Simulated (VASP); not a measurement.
# Ir (Fm-3m) in VASP: notebook

Runs on Ir. Level: LDA. Tasks: elastic constants.

Program: VASP 6.6.1. These are calculated values, not measurements. Logs are shortened: lines on timing, memory, paths and dates and some standing lists are left out, and cuts for length are marked.

### Step 1. The cell of the first run

Symmetry: Fm-3m, No. 225, cubic system. Conventional cell: a = 3.809 Å, b = 3.809 Å, c = 3.809 Å, α = 90.00°, β = 90.00°, γ = 90.00°. Ir (site symmetry m-3m) has 12 Ir at 2.69 Å within 3.6 Å.

### Step 2. Elastic constants, LDA

INCAR reads:

```
SYSTEM = Ir
ALGO = Normal ; EDIFF = 1E-8
ENCUT = 600 ; GGA = CA
IBRION = 6 ; ISIF = 3
ISMEAR = -1 ; LASPH = .True.
LCHARG = .False. ; LREAL = .False.
LWAVE = .False. ; NBANDS = 10
NELM = 80 ; NFREE = 2
NSW = 1 ; POTIM = 0.015
PREC = Accurate ; SIGMA = 0.1
```

KPOINTS reads:

```
k-points
0
Gamma
  24 24 24
  0 0 0
```

POSCAR reads:

```
Ir
1.0
    0.0000000000      1.9043802471      1.9043802471
    1.9043802471      0.0000000000      1.9043802471
    1.9043802471      1.9043802471      0.0000000000
Ir
1
Direct
    0.0000000000      0.0000000000      0.0000000000
```

Potentials or basis: VASP PAW LDA potentials, release 64 (Ir).

The run is started by

```bash
$ cat potpaw_LDA.64/Ir/POTCAR > POTCAR
$ mpirun -np 1 vasp_std > vasp.out
```

OUTCAR:

```text
SYSTEM = Ir
   EDIFF = 1E-8
   ENCUT = 600
   GGA = CA
   IBRION = 6
   ISIF = 3
   ISMEAR = -1
   LASPH = .True.
   LREAL = .False.
   NELM = 80
   NFREE = 2
   NSW = 1
   POTIM = 0.015
   PREC = Accurate

 ion  position               nearest neighbor table
   1  0.000  0.000  0.000-

  LATTYP: Found a face centered cubic cell.
 ALAT       =     3.8087604942

  Lattice vectors:

 A1 = (   0.0000000000,   1.9043802471,   1.9043802471)
 A2 = (   1.9043802471,   0.0000000000,   1.9043802471)
 A3 = (   1.9043802471,   1.9043802471,   0.0000000000)

Analysis of symmetry for initial positions (statically):
=====================================================================
 Subroutine PRICEL returns:
 Original cell was already a primitive cell.

 Routine SETGRP: Setting up the symmetry group for a
 face centered cubic supercell.

 Subroutine GETGRP returns: Found 48 space group operations
 (whereof 48 operations were pure point group operations)
 out of a pool of 48 trial point group operations.

The static configuration has the point symmetry O_h .

Analysis of symmetry for dynamics (positions and initial velocities):
=====================================================================
 Subroutine PRICEL returns:
 Original cell was already a primitive cell.

 Routine SETGRP: Setting up the symmetry group for a
 face centered cubic supercell.

 Subroutine GETGRP returns: Found 48 space group operations
 (whereof 48 operations were pure point group operations)
 out of a pool of 48 trial point group operations.

The dynamic configuration has the point symmetry O_h .

 Subroutine INISYM returns: Found 48 space group operations
 (whereof 48 operations are pure point group operations),
 and found     1 'primitive' translations

----------------------------------------------------------------------------------------

                                     Primitive cell

  volume of cell :      13.8131

  direct lattice vectors                    reciprocal lattice vectors
     0.000000000  1.904380247  1.904380247    -0.262552608  0.262552608  0.262552608
     1.904380247  0.000000000  1.904380247     0.262552608 -0.262552608  0.262552608
     1.904380247  1.904380247  0.000000000     0.262552608  0.262552608 -0.262552608

  length of vectors
     2.693200373  2.693200373  2.693200373     0.454754456  0.454754456  0.454754456

  position of ions in fractional coordinates (direct lattice)
     0.000000000  0.000000000  0.000000000

  ion indices of the primitive-cell ions
   primitive index   ion index
                 1           1

----------------------------------------------------------------------------------------

 KPOINTS: k-points

Automatic generation of k-mesh.
 Grid dimensions read from file:
 generate k-points for:   24   24   24

 Generating k-lattice:

  Cartesian coordinates                     Fractional coordinates (reciprocal lattice)
    -0.010939692  0.010939692  0.010939692     0.041666667  0.000000000  0.000000000
     0.010939692 -0.010939692  0.010939692     0.000000000  0.041666667  0.000000000
[... 98 lines left out ...]

 number of electron       9.0000000 magnetization

 Free energy of the ion-electron system (eV)
  ---------------------------------------------------
  ext. energy  EPLUGINS =         0.00000000
  ---------------------------------------------------
  free energy    TOTEN  =       -10.33861476 eV

  energy without entropy =      -10.30906909  energy(sigma->0) =      -10.32384192

------------------------ aborting loop because EDIFF is reached ----------------------------------------

  FORCE on cell =-STRESS in cart. coord.  units (eV):
  Direction    XX          YY          ZZ          XY          YZ          ZX
  --------------------------------------------------------------------------------------
  -------------------------------------------------------------------------------------
  Total        0.3205882      0.3205882      0.3205882      0.0000000      0.0000000     -0.0000000
  in kB       37.1849468     37.1849468     37.1849468      0.0000000      0.0000000     -0.0000000
  external PRESSURE =      37.1849468 kB  Pullay stress =       0.0000000 kB
[... 86 lines left out ...]
  FREE ENERGIE OF THE ION-ELECTRON SYSTEM (eV)
  ---------------------------------------------------
  free  energy   TOTEN  =       -10.3269072655 eV

  energy  without entropy=      -10.2980765690  energy(sigma->0) =      -10.31249192

[... ionic steps 4 to 12 ...]

--------------------------------------- Ionic step       13  -------------------------------------------

 number of electron       9.0000000 magnetization

------------------------ aborting loop because EDIFF is reached ----------------------------------------
[... 65 lines left out ...]
--------------------------------------- Ionic step       15  -------------------------------------------

 number of electron       9.0000000 magnetization

 Free energy of the ion-electron system (eV)
  ---------------------------------------------------
  ext. energy  EPLUGINS =         0.00000000
  ---------------------------------------------------
  free energy    TOTEN  =       -10.33861478 eV

  energy without entropy =      -10.30906902  energy(sigma->0) =      -10.32384190

 E-fermi :  10.7282     XC(G=0): -14.2776

 val. band max:       10.7212686780   @ k =  -0.3750   0.1667   0.0000
 cond. band min:      10.7310030393   @ k =  -0.4583   0.4167   0.0833
 fundamental gap:      0.0097343614
 Fermi energy:        10.7282241061

 k-point     1 :       0.0000    0.0000    0.0000
  band No.  band energies     occupation
      1      -0.6280      2.00000
      2       6.6756      2.00000
      3       6.6756      2.00000
      4       6.6756      2.00000
      5       9.5070      1.99999
      6       9.5070      1.99999
      7      25.0289      0.00000
      8      30.7115      0.00000
      9      30.7115      0.00000
     10      30.7115      0.00000
[... 287 lines left out ...]
 k-point    24 :       0.4583    0.0417    0.0000
  band No.  band energies     occupation
      1       2.4401      2.00000
      2       6.5482      2.00000
      3       6.6899      2.00000
      4       9.1370      2.00000
      5      11.6237      0.00026
      6      11.7430      0.00008
      7      18.8874      0.00000
      8      24.8989      0.00000
      9      30.7559      0.00000
     10      31.1207      0.00000

 [... further k-points ...]

------------------------ aborting loop because EDIFF is reached ----------------------------------------

  FORCE on cell =-STRESS in cart. coord.  units (eV):
  Direction    XX          YY          ZZ          XY          YZ          ZX
  --------------------------------------------------------------------------------------
  -------------------------------------------------------------------------------------
  Total        0.3206170      0.3206170      0.3206170      0.0000000     -0.0000000      0.0000000
  in kB       37.1882886     37.1882886     37.1882886      0.0000000     -0.0000000      0.0000000
  external PRESSURE =      37.1882886 kB  Pullay stress =       0.0000000 kB
[... 16 lines left out ...]
  FREE ENERGIE OF THE ION-ELECTRON SYSTEM (eV)
  ---------------------------------------------------
  free  energy   TOTEN  =       -10.3386147788 eV

  energy  without entropy=      -10.3090690204  energy(sigma->0) =      -10.32384190

 INTERNAL STRAIN TENSORS FROM STRAINED CELLS
 ============================================

 INTERNAL STRAIN TENSOR FOR ION    1 for displacements in x,y,z  (eV/Angst):
          X           Y           Z          XY          YZ          ZX
  --------------------------------------------------------------------------------
  x     0.00000    -0.00000     0.00000     0.00000     0.00000     0.00000
  y     0.00000     0.00000    -0.00000    -0.00000     0.00000     0.00000
  z     0.00000    -0.00000     0.00000     0.00000    -0.00000     0.00000

 INTERNAL STRAIN TENSORS FROM DISPLACED ATOMS
 ============================================

 INTERNAL STRAIN TENSOR FOR ION    1 for displacements in x,y,z  (eV/Angst):
          X           Y           Z          XY          YZ          ZX
  --------------------------------------------------------------------------------
  x     0.00000     0.00000     0.00000     0.00000     0.00000     0.00000
  y     0.00000     0.00000     0.00000     0.00000     0.00000     0.00000
  z     0.00000     0.00000     0.00000     0.00000     0.00000     0.00000

 Eigenvectors and eigenvalues of the dynamical matrix
 ----------------------------------------------------

   1 f  =    0.000000 THz     0.000000 2PiTHz    0.000000 cm-1     0.000000 meV
             X         Y         Z           dx          dy          dz
      0.000000  0.000000  0.000000     1.000000    0.000000    0.000000

   2 f  =    0.000000 THz     0.000000 2PiTHz    0.000000 cm-1     0.000000 meV
             X         Y         Z           dx          dy          dz
      0.000000  0.000000  0.000000     0.000000    1.000000    0.000000

   3 f  =    0.000000 THz     0.000000 2PiTHz    0.000000 cm-1     0.000000 meV
             X         Y         Z           dx          dy          dz
      0.000000  0.000000  0.000000     0.000000    0.000000    1.000000

--------------------------------------------------------------------------------------------------------

 ELASTIC MODULI CONTR FROM IONIC RELAXATION (kBar)
 Direction    XX          YY          ZZ          XY          YZ          ZX
 --------------------------------------------------------------------------------
 XX           0.0000      0.0000      0.0000      0.0000      0.0000      0.0000
 YY           0.0000      0.0000      0.0000      0.0000      0.0000      0.0000
 ZZ           0.0000      0.0000      0.0000      0.0000      0.0000      0.0000
 XY           0.0000      0.0000      0.0000      0.0000      0.0000      0.0000
 YZ           0.0000      0.0000      0.0000      0.0000      0.0000      0.0000
 ZX           0.0000      0.0000      0.0000      0.0000      0.0000      0.0000
 --------------------------------------------------------------------------------

 TOTAL ELASTIC MODULI (kBar)
 Direction    XX          YY          ZZ          XY          YZ          ZX
 --------------------------------------------------------------------------------
 XX        6847.3792   2843.6597   2843.6597     -0.0000      0.0000      0.0000
 YY        2843.6597   6847.3792   2843.6597      0.0000     -0.0000     -0.0000
 ZZ        2843.6597   2843.6597   6847.3792      0.0000     -0.0000      0.0000
 XY          -0.0000      0.0000      0.0000   2951.6576      0.0000     -0.0000
 YZ           0.0000     -0.0000     -0.0000      0.0000   2951.6576      0.0000
 ZX           0.0000     -0.0000      0.0000     -0.0000      0.0000   2951.6576
 --------------------------------------------------------------------------------
```

Run time: 19 min. Hardware: 1 thread of Intel Xeon Platinum 8559C (Emerald Rapids), shared host; peak memory 1.1 GiB.

What came out:

```
Elastic constants C11, C12, C44 : 685, 284, 295 GPa
Voigt bulk modulus              : 418 GPa
```

Elastic tensor in Voigt notation (GPa, in the Cartesian axes of the cell as first typed):
```
685 284 284   0   0   0
284 685 284   0   0   0
284 284 685   0   0   0
  0   0   0 295   0   0
  0   0   0   0 295   0
  0   0   0   0   0 295
```

Clamped-ion elastic tensor (GPa):
```
685 284 284   0   0   0
284 685 284   0   0   0
284 284 685   0   0   0
  0   0   0 295   0   0
  0   0   0   0 295   0
  0   0   0   0   0 295
```

Caveat: the cell is under stress, which shifts elastic constants; spin-orbit coupling is left out, which moves the levels of the heavy elements.

### Step 3. Elastic constants, LDA

This run uses another cell than the first one, of 13.38 Å³/atom.

INCAR reads:

```
  PREC = Accurate
  ENCUT = 600
  EDIFF = 1E-8
  ISMEAR = -1
  SIGMA = 0.1
  LREAL = F
  LASPH = T
  NELM = 60
  ALGO = Normal
  ISIF = 3
  LWAVE = F
  LCHARG = F
  GGA = CA
  IBRION = 6
  NFREE = 2
  POTIM = 0.015
  NSW = 1
```

KPOINTS reads:

```
Automatic mesh
0
Gamma
  24 24 24
```

POSCAR reads:

```
Ir
1.0
    0.0000000000      1.8843931462      1.8843931462
    1.8843931462      0.0000000000      1.8843931462
    1.8843931462      1.8843931462      0.0000000000
Ir
1
Direct
    0.0000000000      0.0000000000      0.0000000000
```

Potentials or basis: VASP PAW LDA potentials, release 64 (Ir).

The run is started by

```bash
$ cat potpaw_LDA.64/Ir/POTCAR > POTCAR
$ mpirun -np 1 vasp_std > vasp.out
```

Run time: 14 min. Hardware: 1 thread of Intel Xeon 6975P-C (Granite Rapids), shared host; peak memory 0.89 GiB.

The run converged. Its results:

```yaml
Elastic_constants_C11_C12_C44: 766, 328, 334 GPa
Voigt_bulk_modulus: 474 GPa
```

Elastic tensor in Voigt notation (GPa, in the Cartesian axes of the cell as first typed):
```
766 328 328   0   0   0
328 766 328   0   0   0
328 328 766   0   0   0
  0   0   0 334   0   0
  0   0   0   0 334   0
  0   0   0   0   0 334
```

Clamped-ion elastic tensor (GPa):
```
766 328 328   0   0   0
328 766 328   0   0   0
328 328 766   0   0   0
  0   0   0 334   0   0
  0   0   0   0 334   0
  0   0   0   0   0 334
```

Caveat: the cell is under stress, which shifts elastic constants; spin-orbit coupling is left out, which moves the levels of the heavy elements.
